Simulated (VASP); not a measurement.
# SnO2 (R-3m) in VASP: notebook

SnO2 is run at these levels: PBE; tasks: single point.

Program: VASP 6.6.1. These are calculated values, not measurements. Logs are shortened: lines on timing, memory, paths and dates and some standing lists are left out, and cuts for length are marked.

### Step 1. The cell of the first run

Symmetry: R-3m, No. 166, trigonal system. Conventional cell: a = 3.395 Å, b = 3.395 Å, c = 15.542 Å, α = 90.00°, β = 90.00°, γ = 120.00°. Sn (site symmetry -3m) has 6 O at 2.23 Å within 2.9 Å. Within 2.9 Å of O (site symmetry 3m) lie 3 Sn at 2.23 Å and 3 O at 2.89 Å.

### Step 2. Single point, PBE

INCAR

```
SYSTEM = SnO2
  ALGO = Normal
  EDIFF = 1E-6
  ENCUT = 520
  GGA = PE
  ISIF = 2
  ISMEAR = 0
  LASPH = .TRUE.
  LCHARG = .TRUE.
  LELF = .TRUE.
  LREAL = .FALSE.
  LVHAR = .TRUE.
  LWAVE = .FALSE.
  NBANDS = 20
  NELM = 60
  PREC = Accurate
  SIGMA = 0.05
```

KPOINTS

```
k-points
0
G
  12 12 12
  0 0 0
```

POSCAR

```
SnO2
1.0
    1.6976000000      0.9801098170      5.1805666667
   -1.6976000000      0.9801098170      5.1805666667
    0.0000000000     -1.9602196339      5.1805666667
Sn O
1 2
Direct
    0.5000000000      0.5000000000      0.5000000000
    0.2348826742      0.2348826742      0.2348826742
    0.7651173258      0.7651173258      0.7651173258
```

Potentials or basis: VASP PAW PBE potentials, release 64 (Sn_d, O).

Command:

```sh
cat potpaw_PBE.64/Sn_d/POTCAR potpaw_PBE.64/O/POTCAR > POTCAR
mpirun -np 1 vasp_std > vasp.out
```

OUTCAR:

```text
SYSTEM = SnO2
   EDIFF = 1E-6
   ENCUT = 520
   GGA = PE
   ISIF = 2
   ISMEAR = 0
   LASPH = .TRUE.
   LREAL = .FALSE.
   NELM = 60
   PREC = Accurate

 ion  position               nearest neighbor table
   1  0.500  0.500  0.500-   2 2.23   3 2.23   2 2.23   2 2.23   3 2.23   3 2.23
   2  0.235  0.235  0.235-   1 2.23   1 2.23   1 2.23
   3  0.765  0.765  0.765-   1 2.23   1 2.23   1 2.23

  LATTYP: Found a trigonal (rhomboedric) cell.
 ALAT       =     5.5390190469
 COS(alpha) =     0.8121396999

  Lattice vectors:

 A1 = (   1.6976000000,   0.9801098170,   5.1805666667)
 A2 = (  -1.6976000000,   0.9801098170,   5.1805666667)
 A3 = (   0.0000000000,  -1.9602196339,   5.1805666667)

Analysis of symmetry for initial positions (statically):
=====================================================================
 Subroutine PRICEL returns:
 Original cell was already a primitive cell.

 Routine SETGRP: Setting up the symmetry group for a
 trigonal (rhombohedral) supercell.

 Subroutine GETGRP returns: Found 12 space group operations
 (whereof 12 operations were pure point group operations)
 out of a pool of 12 trial point group operations.

The static configuration has the point symmetry D_3d.

Analysis of symmetry for dynamics (positions and initial velocities):
=====================================================================
 Subroutine PRICEL returns:
 Original cell was already a primitive cell.

 Routine SETGRP: Setting up the symmetry group for a
 trigonal (rhombohedral) supercell.

 Subroutine GETGRP returns: Found 12 space group operations
 (whereof 12 operations were pure point group operations)
 out of a pool of 12 trial point group operations.

The dynamic configuration has the point symmetry D_3d.

 Subroutine INISYM returns: Found 12 space group operations
 (whereof 12 operations are pure point group operations),
 and found     1 'primitive' translations

----------------------------------------------------------------------------------------

                                     Primitive cell

  volume of cell :      51.7176

  direct lattice vectors                    reciprocal lattice vectors
     1.697600000  0.980109817  5.180566667     0.294533459  0.170048972  0.064343026
    -1.697600000  0.980109817  5.180566667    -0.294533459  0.170048972  0.064343026
     0.000000000 -1.960219634  5.180566667     0.000000000 -0.340097944  0.064343026

  length of vectors
     5.539019047  5.539019047  5.539019047     0.346130952  0.346130952  0.346130952

  position of ions in fractional coordinates (direct lattice)
     0.500000000  0.500000000  0.500000000
     0.234882674  0.234882674  0.234882674
     0.765117326  0.765117326  0.765117326

  ion indices of the primitive-cell ions
   primitive index   ion index
                 1           1
                 2           2
                 3           3

----------------------------------------------------------------------------------------

 KPOINTS: k-points

Automatic generation of k-mesh.
 Grid dimensions read from file:
 generate k-points for:   12   12   12

 Generating k-lattice:

  Cartesian coordinates                     Fractional coordinates (reciprocal lattice)
     0.024544455  0.014170748  0.005361919     0.083333333  0.000000000 -0.000000000
    -0.024544455  0.014170748  0.005361919     0.000000000  0.083333333 -0.000000000
     0.000000000 -0.028341495  0.005361919    -0.000000000 -0.000000000  0.083333333

  Length of vectors
     0.028844246  0.028844246  0.028844246

  Shift w.r.t. Gamma in fractional coordinates (k-lattice)
     0.000000000  0.000000000  0.000000000

 Subroutine IBZKPT returns following result:
 ===========================================

 Found    189 irreducible k-points:

 Following reciprocal coordinates:
            Coordinates               Weight
  0.000000  0.000000  0.000000      1.000000
  0.083333  0.000000 -0.000000      6.000000
  0.166667  0.000000 -0.000000      6.000000
  0.250000  0.000000 -0.000000      6.000000
  0.333333  0.000000 -0.000000      6.000000
  0.416667  0.000000 -0.000000      6.000000
[... 16 lines left out ...]
  0.500000  0.166667 -0.000000     12.000000
 -0.416667  0.166667  0.000000     12.000000
 [... further k-points ...]
   k-points           NKPTS =    189   k-points in BZ     NKDIM =    189   number of bands    NBANDS=     20
   number of dos      NEDOS =    301   number of ions     NIONS =      3
   total plane-waves  NPLWV =  74088
   dimension x,y,z NGX =    42 NGY =   42 NGZ =   42
   dimension x,y,z NGXF=    84 NGYF=   84 NGZF=   84
   ions per type =               1   2
   NGX,Y,Z   is equivalent  to a cutoff of  12.61, 12.61, 12.61 a.u.
   NGXF,Y,Z  is equivalent  to a cutoff of  25.21, 25.21, 25.21 a.u.
 SYSTEM =  SnO2
   PREC   = accura    normal or accurate (medium, high low for compatibility)
   ISTART =      0    job   : 0-new  1-cont  2-samecut
   ICHARG =      2    charge: 1-file 2-atom 10-const
[... 84 lines left out ...]
     20      17.7653      0.00000

 k-point     3 :       0.1667    0.0000   -0.0000
  band No.  band energies     occupation
      1     -18.4230      2.00000
      2     -18.3671      2.00000
      3     -18.2767      2.00000
      4     -18.2447      2.00000
      5     -18.2186      2.00000
      6     -15.3268      2.00000
[... 12 lines left out ...]
     19      15.1303      0.00000
     20      17.9719      0.00000

 k-point     4 :       0.2500    0.0000   -0.0000
  band No.  band energies     occupation
      1     -18.5251      2.00000
      2     -18.3383      2.00000
      3     -18.2726      2.00000
      4     -18.2503      2.00000
      5     -18.1900      2.00000
      6     -15.1151      2.00000
[... 12 lines left out ...]
     19      14.2060      0.00000
     20      17.6413      0.00000

 k-point     5 :       0.3333    0.0000   -0.0000
  band No.  band energies     occupation
      1     -18.6274      2.00000
      2     -18.3181      2.00000
      3     -18.2754      2.00000
      4     -18.2430      2.00000
      5     -18.1541      2.00000
      6     -14.8629      2.00000
[... 12 lines left out ...]
     19      13.6087      0.00000
     20      16.2018      0.00000

 k-point     6 :       0.4167    0.0000   -0.0000
  band No.  band energies     occupation
      1     -18.6993      2.00000
      2     -18.3150      2.00000
      3     -18.2789      2.00000
      4     -18.2269      2.00000
      5     -18.1260      2.00000
      6     -14.6421      2.00000
[... 12 lines left out ...]
     19      13.4436      0.00000
     20      14.9912      0.00000

 k-point     7 :       0.5000    0.0000   -0.0000
  band No.  band energies     occupation
      1     -18.7250      2.00000
      2     -18.3157      2.00000
      3     -18.2803      2.00000
      4     -18.2195      2.00000
      5     -18.1156      2.00000
      6     -14.5502      2.00000
[... 12 lines left out ...]
     19      14.0609      0.00000
     20      14.0725      0.00000
[... 277 lines left out ...]
 k-point    20 :       0.2500    0.1667   -0.0000
  band No.  band energies     occupation
      1     -18.4704      2.00000
      2     -18.3651      2.00000
      3     -18.2742      2.00000
      4     -18.2501      2.00000
      5     -18.2016      2.00000
      6     -15.1900      2.00000
[... 12 lines left out ...]
     19      14.4669      0.00000
     20      17.5543      0.00000

 k-point    21 :       0.3333    0.1667   -0.0000
  band No.  band energies     occupation
      1     -18.5328      2.00000
      2     -18.3606      2.00000
      3     -18.2789      2.00000
      4     -18.2557      2.00000
      5     -18.1773      2.00000
      6     -14.9701      2.00000
[... 12 lines left out ...]
     19      14.1585      0.00000
     20      16.6314      0.00000

 k-point    22 :       0.4167    0.1667   -0.0000
  band No.  band energies     occupation
      1     -18.5968      2.00000
      2     -18.3544      2.00000
      3     -18.2846      2.00000
      4     -18.2528      2.00000
      5     -18.1614      2.00000
      6     -14.6970      2.00000
[... 12 lines left out ...]
     19      14.1432      0.00000
     20      15.6033      0.00000

 k-point    23 :       0.5000    0.1667   -0.0000
  band No.  band energies     occupation
      1     -18.6438      2.00000
      2     -18.3535      2.00000
      3     -18.2903      2.00000
      4     -18.2359      2.00000
      5     -18.1591      2.00000
      6     -14.4443      2.00000
[... 12 lines left out ...]
     19      14.4319      0.00000
     20      14.6655      0.00000

 k-point    24 :      -0.4167    0.1667    0.0000
  band No.  band energies     occupation
      1     -18.6609      2.00000
      2     -18.3541      2.00000
      3     -18.2929      2.00000
      4     -18.2243      2.00000
      5     -18.1621      2.00000
      6     -14.3354      2.00000
[... 12 lines left out ...]
     19      13.9443      0.00000
     20      14.7531      0.00000

 [... further k-points ...]

------------------------ aborting loop because EDIFF is reached ----------------------------------------

  FORCE on cell =-STRESS in cart. coord.  units (eV):
  Direction    XX          YY          ZZ          XY          YZ          ZX
  --------------------------------------------------------------------------------------
  -------------------------------------------------------------------------------------
  Total       -5.4249897     -5.4249897     -2.7237188      0.0000000     -0.0000000      0.0000000
  in kB     -168.0625212   -168.0625212    -84.3789713      0.0000000     -0.0000000      0.0000000
  external PRESSURE =    -140.1680046 kB  Pullay stress =       0.0000000 kB

 VOLUME and BASIS-vectors are now :
 -----------------------------------------------------------------------------
  energy-cutoff  :      520.00
  volume of cell :       51.72
      direct lattice vectors                 reciprocal lattice vectors
     1.697600000  0.980109817  5.180566667     0.294533459  0.170048972  0.064343026
    -1.697600000  0.980109817  5.180566667    -0.294533459  0.170048972  0.064343026
     0.000000000 -1.960219634  5.180566667     0.000000000 -0.340097944  0.064343026

 POSITION                                       TOTAL-FORCE (eV/Angst)
 -----------------------------------------------------------------------------------
      0.00000      0.00000      7.77085         0.000000     -0.000000      0.000000
      0.00000      0.00000      3.65048         0.000000     -0.000000     -1.195964
      0.00000      0.00000     11.89122         0.000000      0.000000      1.195964
 -----------------------------------------------------------------------------------
    total drift:                               -0.000000      0.000000     -0.000000

  FREE ENERGIE OF THE ION-ELECTRON SYSTEM (eV)
  ---------------------------------------------------
  free  energy   TOTEN  =       -17.8595359232 eV

  energy  without entropy=      -17.8595359232  energy(sigma->0) =      -17.85953592
```

It took 3.8 min on 1 thread of AMD EPYC 9R45 (Zen 5), shared host; peak memory 0.34 GiB.

What came out:

| Property | Result |
| --- | --- |
| Free energy | -17.8595 eV |
| Pressure | -14.0 GPa |
| Largest force | 1.196 eV/Å |
| Band gap on the k mesh | 1.22 eV (least direct gap 1.30 eV) |

Forces on the atoms (eV/Å):
```
Sn   0.000  0.000  0.000
O    0.000  0.000 -1.196
O    0.000  0.000  1.196
```

Caveat: the cell stands under tension; spin-orbit coupling is left out, which moves the levels of the heavy elements; forces of over 1 eV/Å act on the atoms, so gaps and moduli don't describe the material at rest. A k mesh can miss the band edges.

### Step 3. Single point, PBE

This run uses another cell than the first one, of 13.76 Å³/atom.

INCAR

```
PREC     = Accurate       # precision mode
ENCUT    = 520            # plane-wave cutoff, eV
EDIFF    = 1E-6           # SCF threshold, eV
ISMEAR   = 0              # smearing method
SIGMA    = 0.05           # smearing width, eV
LREAL    = False          # projectors in reciprocal space
LASPH    = True           # aspherical terms in the spheres
NELM     = 60             # most SCF steps
ALGO     = Normal         # electronic algorithm
ISIF     = 2              # what is computed and relaxed
LWAVE    = False          # write WAVECAR
LCHARG   = False          # write CHGCAR
GGA      = PE             # functional
NBANDS   = 20             # bands
```

KPOINTS

```
Automatic mesh
0
Gamma
  12 12 12
```

POSCAR

```
SnO2
1.0
    1.5359500000      0.8867811460      5.0494000000
   -1.5359500000      0.8867811460      5.0494000000
    0.0000000000     -1.7735622919      5.0494000000
Sn O
1 2
Direct
    0.5000000000      0.5000000000      0.5000000000
    0.2348826742      0.2348826742      0.2348826742
    0.7651173258      0.7651173258      0.7651173258
```

Potentials or basis: VASP PAW PBE potentials, release 64 (Sn_d, O).

Command:

```sh
cat potpaw_PBE.64/Sn_d/POTCAR potpaw_PBE.64/O/POTCAR > POTCAR
mpirun -np 1 vasp_std > vasp.out
```

Run time: 12 min. Hardware: 1 thread of Intel Xeon 8259CL, shared host; peak memory 0.34 GiB.

It converged, with:

```yaml
Free_energy: -17.8859 eV
Pressure: 19.3 GPa
Largest_force: 0.868 eV/Å
Band_gap_on_the_k_mesh: 3.02 eV (least direct gap 3.37 eV)
```

Forces on the atoms (eV/Å):
```
Sn   0.000  0.000  0.000
O    0.000  0.000  0.868
O    0.000  0.000 -0.868
```

Stress tensor (GPa, compression positive):
```
25.42  0.00  0.00
 0.00 25.42  0.00
 0.00  0.00  7.13
```

Levels at points of the mesh, in eV from the valence-band top:
```csv
k point,band 10,band 11,band 12,band 13,band 14,band 15,band 16,band 17
"(0.00, 0.00, 0.00)",-1.18,-0.57,-0.57,-0.35,3.02,6.47,11.77,12.59
"(0.50, 0.00, 0.00)",-2.94,-1.60,-0.41,-0.39,6.50,8.26,11.38,12.74
"(0.50, 0.50, 0.00)",-2.99,-1.42,-0.32,-0.02,6.25,7.60,11.87,12.28
"(0.50, 0.50, 0.50)",-1.21,-1.21,-0.54,-0.54,4.03,6.37,11.46,12.70
```

Caveat: the cell stands under pressure; spin-orbit coupling is left out, which moves the levels of the heavy elements.

### Step 4. Single point, PBE

This run uses another cell than the first one, of 13.87 Å³/atom.

INCAR

```
ALGO     = Normal         # electronic algorithm
EDIFF    = 1E-6           # SCF threshold, eV
ENCUT    = 520            # plane-wave cutoff, eV
GGA      = PE             # functional
ISIF     = 2              # what is computed and relaxed
ISMEAR   = 0              # smearing method
LASPH    = True           # aspherical terms in the spheres
LCHARG   = False          # write CHGCAR
LREAL    = False          # projectors in reciprocal space
LWAVE    = False          # write WAVECAR
NBANDS   = 20             # bands
NELM     = 100            # most SCF steps
PREC     = Accurate       # precision mode
SIGMA    = 0.05           # smearing width, eV
```

KPOINTS

```
k-points
0
Gamma
  12 12 12
```

POSCAR

```
SnO2
1.0
    1.5628500000      0.9023118682      4.9182553763
   -1.5628500000      0.9023118682      4.9182553763
    0.0000000000     -1.8046237364      4.9182553763
Sn O
1 2
Direct
    0.5000000000      0.5000000000      0.5000000000
    0.2348826742      0.2348826742      0.2348826742
    0.7651173258      0.7651173258      0.7651173258
```

Command:

```sh
cat potpaw_PBE.64/Sn_d/POTCAR potpaw_PBE.64/O/POTCAR > POTCAR
mpirun -np 1 vasp_std > vasp.out
```

Wall time 14 min (1 thread of Intel Xeon 8259CL, shared host); peak memory 0.34 GiB.

Results (log left out):

```
Free energy            : -18.0350 eV
Pressure               : 14.3 GPa
Largest force          : 0.827 eV/Å
Band gap on the k mesh : 2.69 eV (least direct gap 2.98 eV)
```

Forces on the atoms (eV/Å):
```
Sn   0.000  0.000  0.000
O    0.000  0.000  0.827
O    0.000  0.000 -0.827
```

Stress tensor (GPa, compression positive):
```
18.14  0.00  0.00
 0.00 18.14  0.00
 0.00  0.00  6.57
```

Levels at points of the mesh, in eV from the valence-band top:
| k point | band 10 | band 11 | band 12 | band 13 | band 14 | band 15 | band 16 | band 17 |
| --- | --- | --- | --- | --- | --- | --- | --- | --- |
| (0.00, 0.00, 0.00) | -1.27 | -0.73 | -0.73 | -0.29 | 2.69 | 6.25 | 11.77 | 12.06 |
| (0.50, 0.00, 0.00) | -3.06 | -1.53 | -0.47 | -0.47 | 6.21 | 8.20 | 10.87 | 12.75 |
| (0.50, 0.50, 0.00) | -3.12 | -1.30 | -0.37 | -0.02 | 5.95 | 7.47 | 11.54 | 11.89 |
| (0.50, 0.50, 0.50) | -1.31 | -1.29 | -0.70 | -0.70 | 3.79 | 6.17 | 11.64 | 12.19 |

Caveat: the cell stands under pressure; spin-orbit coupling is left out, which moves the levels of the heavy elements.

### Step 5. Single point, PBE

This run uses another cell than the first one, of 13.97 Å³/atom.

INCAR

```
SYSTEM = SnO2
  ALGO = Normal
  EDIFF = 1E-7
  ENCUT = 520
  GGA = PE
  ISIF = 2
  ISMEAR = 0
  LASPH = .True.
  LCHARG = .False.
  LREAL = .False.
  LWAVE = .False.
  NBANDS = 20
  NELM = 80
  PREC = Accurate
  SIGMA = 0.05
```

KPOINTS

```
k-points
0
Gamma
  12 12 12
  0 0 0
```

POSCAR

```
SnO2
1.0
    1.5898000000      0.9178714580      4.7871000000
   -1.5898000000      0.9178714580      4.7871000000
    0.0000000000     -1.8357429159      4.7871000000
Sn O
1 2
Direct
    0.5000000000      0.5000000000      0.5000000000
    0.2348826742      0.2348826742      0.2348826742
    0.7651173258      0.7651173258      0.7651173258
```

Command:

```sh
cat potpaw_PBE.64/Sn_d/POTCAR potpaw_PBE.64/O/POTCAR > POTCAR
mpirun -np 1 vasp_std > vasp.out
```

Wall time 15 min (1 thread of Intel Xeon 8259CL, shared host); peak memory 0.34 GiB.

Results (log left out):

```
Free energy            : -18.1228 eV
Pressure               : 9.7 GPa
Largest force          : 0.791 eV/Å
Band gap on the k mesh : 2.34 eV (least direct gap 2.58 eV)
```

Forces on the atoms (eV/Å):
```
Sn   0.000  0.000  0.000
O    0.000  0.000  0.791
O    0.000  0.000 -0.791
```

Stress tensor (GPa, compression positive):
```
11.53  0.00  0.00
 0.00 11.53  0.00
 0.00  0.00  6.04
```

Levels at points of the mesh, in eV from the valence-band top:
| k point | band 9 | band 10 | band 11 | band 12 | band 13 | band 14 | band 15 | band 16 | band 17 | band 18 |
| --- | --- | --- | --- | --- | --- | --- | --- | --- | --- | --- |
| (0.00, 0.00, 0.00) | -1.35 | -1.35 | -0.89 | -0.89 | -0.24 | 2.34 | 6.05 | 11.56 | 11.56 | 11.78 |
| (0.50, 0.00, 0.00) | -4.34 | -3.16 | -1.46 | -0.53 | -0.53 | 5.92 | 8.11 | 10.39 | 12.73 | 13.50 |
| (0.50, 0.50, 0.00) | -4.56 | -3.24 | -1.17 | -0.41 | -0.03 | 5.65 | 7.28 | 11.25 | 11.50 | 12.90 |
| (0.50, 0.50, 0.50) | -1.40 | -1.40 | -1.35 | -0.85 | -0.85 | 3.55 | 5.99 | 11.73 | 11.73 | 11.89 |

Caveat: the cell stands under pressure; spin-orbit coupling is left out, which moves the levels of the heavy elements.

### Step 6. Summary

| cell | gap on the mesh (eV) | pressure (GPa) | largest force (eV/Å) |
| --- | --- | --- | --- |
| a = 5.539 Å, angles 35.7°, 3 atoms | 1.22 | -14.0 | 1.20 |
| a = 5.352 Å, angles 33.4°, 3 atoms | 3.02 | 19.3 | 0.87 |
| a = 5.239 Å, angles 34.7°, 3 atoms | 2.69 | 14.3 | 0.83 |
| a = 5.127 Å, angles 36.1°, 3 atoms | 2.34 | 9.7 | 0.79 |

Alike in all rows: task single point; level PBE; potentials or basis VASP PAW PBE potentials, release 64 (Sn_d, O); no spin polarisation; k mesh 12 × 12 × 12; cutoff (eV) 520; smearing gaussian 0.05 eV.

Caveats: spin-orbit coupling is left out, which moves the levels of the heavy elements; the cell stands under pressure (at least some runs); the cell stands under tension (at least some runs); forces of over 1 eV/Å act on the atoms, so gaps and moduli don't describe the material at rest (at least some runs).

Absolute energies hang on the potentials; compare differences alone.
